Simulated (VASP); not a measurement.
# ZrSnSe3 (Pm-3m) in VASP: further runs

Runs on ZrSnSe3. Level: PBE. Tasks: single point.

Program: VASP 6.6.1. These are calculated values, not measurements. Logs are shortened: lines on timing, memory, paths and dates and some standing lists are left out, and cuts for length are marked.

## 1. The cell of the first run

Symmetry: Pm-3m, No. 221, cubic system. Conventional cell: a = 5.226 Å, b = 5.226 Å, c = 5.226 Å, α = 90.00°, β = 90.00°, γ = 90.00°. Zr (site symmetry m-3m) has 6 Se at 2.61 Å within 3.4 Å. Within 4.9 Å of Sn (site symmetry m-3m) lie 12 Se at 3.70 Å and 8 Zr at 4.53 Å. Within 3.4 Å of Se (site symmetry 4/mmm) lie 2 Zr at 2.61 Å.

## 2. Single point, PBE

Input file INCAR:

```
PREC     = Accurate       # precision mode
ENCUT    = 520            # plane-wave cutoff, eV
EDIFF    = 1E-6           # SCF threshold, eV
ISMEAR   = 0              # smearing method
SIGMA    = 0.1            # smearing width, eV
LREAL    = F              # projectors in reciprocal space
LASPH    = T              # aspherical terms in the spheres
NELM     = 60             # most SCF steps
ALGO     = Normal         # electronic algorithm
ISIF     = 2              # what is computed and relaxed
LWAVE    = F              # write WAVECAR
LCHARG   = F              # write CHGCAR
GGA      = PE             # functional
NBANDS   = 30             # bands
```

Input file KPOINTS:

```
regular mesh
0
Gamma
  4 4 4
```

Input file POSCAR:

```
ZrSnSe3
1.0
    5.2263070158      0.0000000000      0.0000000000
    0.0000000000      5.2263070158      0.0000000000
    0.0000000000      0.0000000000      5.2263070158
Zr Sn Se
1 1 3
Direct
    0.0000000000      0.0000000000      0.0000000000
    0.5000000000      0.5000000000      0.5000000000
    0.5000000000      0.0000000000      0.0000000000
    0.0000000000      0.5000000000      0.0000000000
    0.0000000000      0.0000000000      0.5000000000
```

Potentials or basis: VASP PAW PBE potentials, release 64 (Zr_sv, Sn_d, Se).

Launch:

```console
$ cat potpaw_PBE.64/Zr_sv/POTCAR potpaw_PBE.64/Sn_d/POTCAR potpaw_PBE.64/Se/POTCAR > POTCAR
$ mpirun -np 1 vasp_std > vasp.out
```

OUTCAR:

```text
PREC = Accurate
   ENCUT = 520
   EDIFF = 1E-6
   ISMEAR = 0
   LREAL = F
   LASPH = T
   NELM = 60
   ISIF = 2
   GGA = PE

 ion  position               nearest neighbor table
   1  0.000  0.000  0.000-   3 2.61   4 2.61   5 2.61   5 2.61   4 2.61   3 2.61
   2  0.500  0.500  0.500-
   3  0.500  0.000  0.000-   1 2.61   1 2.61
   4  0.000  0.500  0.000-   1 2.61   1 2.61
   5  0.000  0.000  0.500-   1 2.61   1 2.61

  LATTYP: Found a simple cubic cell.
 ALAT       =     5.2263070158

  Lattice vectors:

 A1 = (   5.2263070158,   0.0000000000,   0.0000000000)
 A2 = (   0.0000000000,   5.2263070158,   0.0000000000)
 A3 = (   0.0000000000,   0.0000000000,   5.2263070158)

Analysis of symmetry for initial positions (statically):
=====================================================================
 Subroutine PRICEL returns:
 Original cell was already a primitive cell.

 Routine SETGRP: Setting up the symmetry group for a
 simple cubic supercell.

 Subroutine GETGRP returns: Found 48 space group operations
 (whereof 48 operations were pure point group operations)
 out of a pool of 48 trial point group operations.

The static configuration has the point symmetry O_h .

Analysis of symmetry for dynamics (positions and initial velocities):
=====================================================================
 Subroutine PRICEL returns:
 Original cell was already a primitive cell.

 Routine SETGRP: Setting up the symmetry group for a
 simple cubic supercell.

 Subroutine GETGRP returns: Found 48 space group operations
 (whereof 48 operations were pure point group operations)
 out of a pool of 48 trial point group operations.

The dynamic configuration has the point symmetry O_h .

 Subroutine INISYM returns: Found 48 space group operations
 (whereof 48 operations are pure point group operations),
 and found     1 'primitive' translations

----------------------------------------------------------------------------------------

                                     Primitive cell

  volume of cell :     142.7528

  direct lattice vectors                    reciprocal lattice vectors
     5.226307016  0.000000000  0.000000000     0.191339697  0.000000000  0.000000000
     0.000000000  5.226307016  0.000000000     0.000000000  0.191339697  0.000000000
     0.000000000  0.000000000  5.226307016     0.000000000  0.000000000  0.191339697

  length of vectors
     5.226307016  5.226307016  5.226307016     0.191339697  0.191339697  0.191339697

  position of ions in fractional coordinates (direct lattice)
     0.000000000  0.000000000  0.000000000
     0.500000000  0.500000000  0.500000000
     0.500000000  0.000000000  0.000000000
     0.000000000  0.500000000  0.000000000
     0.000000000  0.000000000  0.500000000

  ion indices of the primitive-cell ions
   primitive index   ion index
                 1           1
                 2           2
                 3           3
                 4           4
                 5           5

----------------------------------------------------------------------------------------

 KPOINTS: regular mesh

Automatic generation of k-mesh.
 Grid dimensions read from file:
 generate k-points for:    4    4    4

 Generating k-lattice:

  Cartesian coordinates                     Fractional coordinates (reciprocal lattice)
     0.047834924  0.000000000  0.000000000     0.250000000  0.000000000  0.000000000
     0.000000000  0.047834924  0.000000000     0.000000000  0.250000000  0.000000000
     0.000000000  0.000000000  0.047834924     0.000000000  0.000000000  0.250000000

  Length of vectors
     0.047834924  0.047834924  0.047834924

  Shift w.r.t. Gamma in fractional coordinates (k-lattice)
     0.000000000  0.000000000  0.000000000

 Subroutine IBZKPT returns following result:
 ===========================================

 Found     10 irreducible k-points:

 Following reciprocal coordinates:
            Coordinates               Weight
  0.000000  0.000000  0.000000      1.000000
  0.250000  0.000000  0.000000      6.000000
  0.500000  0.000000  0.000000      3.000000
  0.250000  0.250000  0.000000     12.000000
  0.500000  0.250000  0.000000     12.000000
  0.500000  0.500000  0.000000      3.000000
  0.250000  0.250000  0.250000      8.000000
  0.500000  0.250000  0.250000     12.000000
  0.500000  0.500000  0.250000      6.000000
  0.500000  0.500000  0.500000      1.000000
   k-points           NKPTS =     10   k-points in BZ     NKDIM =     10   number of bands    NBANDS=     30
   number of dos      NEDOS =    301   number of ions     NIONS =      5
   total plane-waves  NPLWV =  64000
   dimension x,y,z NGX =    40 NGY =   40 NGZ =   40
   dimension x,y,z NGXF=    80 NGYF=   80 NGZF=   80
   ions per type =               1   1   3
   NGX,Y,Z   is equivalent  to a cutoff of  12.72, 12.72, 12.72 a.u.
   NGXF,Y,Z  is equivalent  to a cutoff of  25.45, 25.45, 25.45 a.u.
 SYSTEM =  unknown system
   PREC   = accura    normal or accurate (medium, high low for compatibility)
   ISTART =      0    job   : 0-new  1-cont  2-samecut
   ICHARG =      2    charge: 1-file 2-atom 10-const
   ISPIN  =      1    spin polarized calculation?
   LNONCOLLINEAR =      F non collinear calculations
   LSORBIT =      F    spin-orbit coupling
   LASPH  =      T    aspherical Exc in radial PAW
   ENCUT  =  520.0 eV  38.22 Ry    6.18 a.u.   9.72  9.72  9.72*2*pi/ulx,y,z
   NELM   =     60;   NELMIN=  2; NELMDL= -5     # of ELM steps
   EDIFF  = 0.1E-05   stopping-criterion for ELM
   LREAL  =      F    real-space projection
   EDIFFG = 0.1E-04   stopping-criterion for IOM
   NSW    =      0    number of steps for IOM
   IBRION =     -1    ionic relax: 0-MD 1-quasi-New 2-CG
   NFREE  =      0    steps in history (QN), initial steepest desc. (CG)
   ISIF   =      2    stress and relaxation
   ISYM   =      2    0-nonsym 1-usesym 2-fastsym
   POTIM  = 0.5000    time-step for ionic-motion
   TEBEG  =    0.0;   TEEND  =   0.0 temperature during run
   PSTRESS=    0.0 pullay stress
   NELECT =      44.0000    total number of electrons
   NUPDOWN=      -1.0000    fix difference up-down
   EMIN   =  10.00;   EMAX   =-10.00  energy-range for DOS
   EFERMI =   0.00;   METHOD = LEGACY
   ISMEAR =     0;   SIGMA  =   0.10  broadening in eV -4-tet -1-fermi 0-gaus
   EFERMI_NEDOS =   21; number of points for ismear=-14 and -15
   IALGO  =     38    algorithm
   IMIX   =      4    mixing-type and parameters
     AMIX     =   0.40;   BMIX     =  1.00
     AMIX_MAG =   1.60;   BMIX_MAG =  1.00
  volume/ion in A,a.u.               =      28.55       192.67
  Fermi-wavevector in a.u.,A,eV,Ry     =   1.105853  2.089759 16.638718  1.222911
  Thomas-Fermi vector in A             =   2.242346
   LORBIT       =      0    0 simple, 1 ext, 2 COOP (PROOUT), +10 PAW based schemes
   GGA     = PE    functional components
   LHFCALC =     F    Hartree Fock is set to
   AEXX    =    0.0000 exact exchange contribution
   IVDW    =     0    specifies the selected vdW correction
   LEPSILON=     F    determine dielectric tensor
   LRPA    =     F    only Hartree local field effects (RPA)
 non-spin polarized calculation
 Gauss-broadening in eV      SIGMA  =   0.10
  energy-cutoff  :      520.00
  volume of cell :      142.75
 maximum number of plane-waves:      3887
 NGX is ok and might be reduce to    40
   NGX = 19   NGY = 19   NGZ = 19

 number of electron      43.9999988 magnetization

 Free energy of the ion-electron system (eV)
  ---------------------------------------------------
  ext. energy  EPLUGINS =         0.00000000
  ---------------------------------------------------
  free energy    TOTEN  =       -25.75614769 eV

  energy without entropy =      -25.73579562  energy(sigma->0) =      -25.74597165

 E-fermi :   4.3793     XC(G=0):  -9.2272

 val. band max:        4.3640266126   @ k =   0.5000   0.5000   0.5000
 cond. band min:       4.4061596364   @ k =   0.5000   0.0000   0.0000
 fundamental gap:      0.0421330238
 Fermi energy:         4.3792883800

 k-point     1 :       0.0000    0.0000    0.0000
  band No.  band energies     occupation
      1     -45.3973      2.00000
      2     -23.4517      2.00000
      3     -23.4517      2.00000
      4     -23.4517      2.00000
      5     -18.4422      2.00000
      6     -18.4422      2.00000
[... 22 lines left out ...]
     29       6.6455      0.00000
     30       6.6455      0.00000

 k-point     2 :       0.2500    0.0000    0.0000
  band No.  band energies     occupation
      1     -45.3973      2.00000
      2     -23.4572      2.00000
      3     -23.4514      2.00000
      4     -23.4514      2.00000
      5     -18.4421      2.00000
      6     -18.4417      2.00000
[... 22 lines left out ...]
     29       6.4357      0.00000
     30       7.4902      0.00000

 k-point     3 :       0.5000    0.0000    0.0000
  band No.  band energies     occupation
      1     -45.3973      2.00000
      2     -23.4628      2.00000
      3     -23.4511      2.00000
      4     -23.4511      2.00000
      5     -18.4421      2.00000
      6     -18.4413      2.00000
[... 22 lines left out ...]
     29       6.8042      0.00000
     30       7.8084      0.00000

 k-point     4 :       0.2500    0.2500    0.0000
  band No.  band energies     occupation
      1     -45.3973      2.00000
      2     -23.4570      2.00000
      3     -23.4569      2.00000
      4     -23.4511      2.00000
      5     -18.4419      2.00000
      6     -18.4415      2.00000
[... 154 lines left out ...]
     29       8.6106      0.00000
     30       9.6067      0.00000

 k-point     9 :       0.5000    0.5000    0.2500
  band No.  band energies     occupation
      1     -45.3974      2.00000
      2     -23.4620      2.00000
      3     -23.4620      2.00000
      4     -23.4561      2.00000
      5     -18.4412      2.00000
      6     -18.4408      2.00000
[... 22 lines left out ...]
     29       8.8099      0.00000
     30      10.7063      0.00000

 k-point    10 :       0.5000    0.5000    0.5000
  band No.  band energies     occupation
      1     -45.3975      2.00000
      2     -23.4617      2.00000
      3     -23.4617      2.00000
      4     -23.4617      2.00000
      5     -18.4408      2.00000
      6     -18.4408      2.00000
[... 22 lines left out ...]
     29       9.6134      0.00000
     30       9.6134      0.00000

------------------------ aborting loop because EDIFF is reached ----------------------------------------

  FORCE on cell =-STRESS in cart. coord.  units (eV):
  Direction    XX          YY          ZZ          XY          YZ          ZX
  --------------------------------------------------------------------------------------
  -------------------------------------------------------------------------------------
  Total       -0.1244014     -0.1244014     -0.1244014     -0.0000000      0.0000000     -0.0000000
  in kB       -1.3962111     -1.3962111     -1.3962111     -0.0000000      0.0000000     -0.0000000
  external PRESSURE =      -1.3962111 kB  Pullay stress =       0.0000000 kB

 VOLUME and BASIS-vectors are now :
 -----------------------------------------------------------------------------
  energy-cutoff  :      520.00
  volume of cell :      142.75
      direct lattice vectors                 reciprocal lattice vectors
     5.226307016  0.000000000  0.000000000     0.191339697  0.000000000  0.000000000
     0.000000000  5.226307016  0.000000000     0.000000000  0.191339697  0.000000000
     0.000000000  0.000000000  5.226307016     0.000000000  0.000000000  0.191339697

 POSITION                                       TOTAL-FORCE (eV/Angst)
 -----------------------------------------------------------------------------------
      0.00000      0.00000      0.00000         0.000000      0.000000      0.000000
      2.61315      2.61315      2.61315         0.000000      0.000000      0.000000
      2.61315      0.00000      0.00000         0.000000      0.000000      0.000000
      0.00000      2.61315      0.00000         0.000000      0.000000      0.000000
      0.00000      0.00000      2.61315         0.000000      0.000000      0.000000
 -----------------------------------------------------------------------------------
    total drift:                               -0.000000      0.000000     -0.000000

  FREE ENERGIE OF THE ION-ELECTRON SYSTEM (eV)
  ---------------------------------------------------
  free  energy   TOTEN  =       -25.7561476858 eV

  energy  without entropy=      -25.7357956198  energy(sigma->0) =      -25.74597165
```

Run time: 63 s. Hardware: 1 thread of Intel Xeon Platinum 8259CL at 2.50GHz (Skylake/Cascade Lake), shared host; peak memory 0.25 GiB.

Results:

```yaml
Free_energy: -25.7561 eV
Pressure: -0.1 GPa
Band_gap_on_the_k_mesh: 0.04 eV, indirect (least direct gap 0.24 eV)
```

Caveat: spin-orbit coupling is left out, which moves the levels of the heavy elements. A k mesh can miss the band edges.

## 3. Single point, PBE

This run uses another cell than the first one, of 30.87 Å³/atom, 1.081 times its volume.

Input file INCAR:

```
  ALGO = Normal
  EDIFF = 1E-6
  ENCUT = 520
  GGA = PE
  ISIF = 2
  ISMEAR = 0
  LASPH = True
  LCHARG = True
  LELF = True
  LREAL = False
  LVHAR = True
  LWAVE = False
  NBANDS = 30
  NELM = 100
  PREC = Accurate
  SIGMA = 0.1
```

Input file KPOINTS:

```
k-points
0
Gamma
  4 4 4
```

Changes to POSCAR since step 2:

```diff
@@ -2,5 +2,5 @@
 1.0
-    5.2263070158      0.0000000000      0.0000000000
-    0.0000000000      5.2263070158      0.0000000000
-    0.0000000000      0.0000000000      5.2263070158
+    5.3641143500      0.0000000000      0.0000000000
+    0.0000000000      5.3641143500      0.0000000000
+    0.0000000000      0.0000000000      5.3641143500
 Zr Sn Se
```

Potentials or basis: VASP PAW PBE potentials, release 64 (Zr_sv, Sn_d, Se).

Launch:

```console
$ cat potpaw_PBE.64/Zr_sv/POTCAR potpaw_PBE.64/Sn_d/POTCAR potpaw_PBE.64/Se/POTCAR > POTCAR
$ mpirun -np 1 vasp_std > vasp.out
```

It took 66 s on 1 thread of Intel Xeon Platinum 8259CL at 2.50GHz (Skylake/Cascade Lake), shared host; peak memory 0.26 GiB.

Results (log left out):

* Free energy: -25.5934 eV
* Pressure: -4.1 GPa
* Band gap on the k mesh: 0.06 eV, indirect (least direct gap 0.28 eV)

Levels at points of the mesh, in eV from the valence-band top:
```
           k point  band 19  band 20  band 21  band 22  band 23  band 24  band 25  band 26
(0.00, 0.00, 0.00)    -1.11    -0.92    -0.92    -0.92     0.22     0.22     0.22     1.81
(0.50, 0.00, 0.00)    -1.50    -1.41    -0.77    -0.77     0.06     0.27     1.08     1.08
(0.50, 0.50, 0.00)    -2.37    -2.37    -2.23    -0.02     0.26     1.65     1.65     2.13
(0.50, 0.50, 0.50)    -3.65     0.00     0.00     0.00     1.19     1.19     1.19     3.39
```

Caveat: spin-orbit coupling is left out, which moves the levels of the heavy elements. A k mesh can miss the band edges.

(Part 1 of 2 ends here.)
